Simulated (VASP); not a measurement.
# ZrRh3: single point with LDA

Crystal: ZrRh3.

```xyz
4
Lattice="3.9270 0.0000 0.0000 0.0000 3.9270 0.0000 0.0000 0.0000 3.9270" Properties=species:S:1:pos:R:3 pbc="T T T"
Zr    0.0000    0.0000    0.0000
Rh    0.0000    1.9635    1.9635
Rh    1.9635    0.0000    1.9635
Rh    1.9635    1.9635    0.0000
```

```
Program                : VASP 6.6.1
Task                   : single point
Functional             : LDA
Potentials or basis    : VASP PAW LDA potentials, release 64 (Zr_sv, Rh_pv)
Cutoff                 : 520 eV
k mesh                 : 6 × 6 × 6
Occupations            : fermi-dirac, width 0.1 eV
Spin                   : no spin polarisation
Dipole correction      : no
Further INCAR settings : ALGO = Normal; EDIFF = 1e-06; NBANDS = 36
```

| Quantity | Value |
| --- | --- |
| Pressure | -8.3 GPa |

Levels at points of the mesh, in eV from the Fermi level:
```tsv
k point	band 26	band 27	band 28	band 29	band 30	band 31
(0.00, 0.00, 0.00)	0.59	1.06	1.06	1.06	3.76	3.76
(0.50, 0.00, 0.00)	-1.12	-1.12	-1.05	-0.03	1.06	1.59
(0.50, 0.50, 0.00)	-1.44	-1.44	-1.37	-0.94	-0.77	2.27
(0.50, 0.50, 0.50)	0.66	0.66	0.66	0.82	1.71	1.71
```

It took 32 s on 1 thread of AMD EPYC 7R43 64-Core Processor (Zen 3) (shared host), peak memory 0.13 GiB.
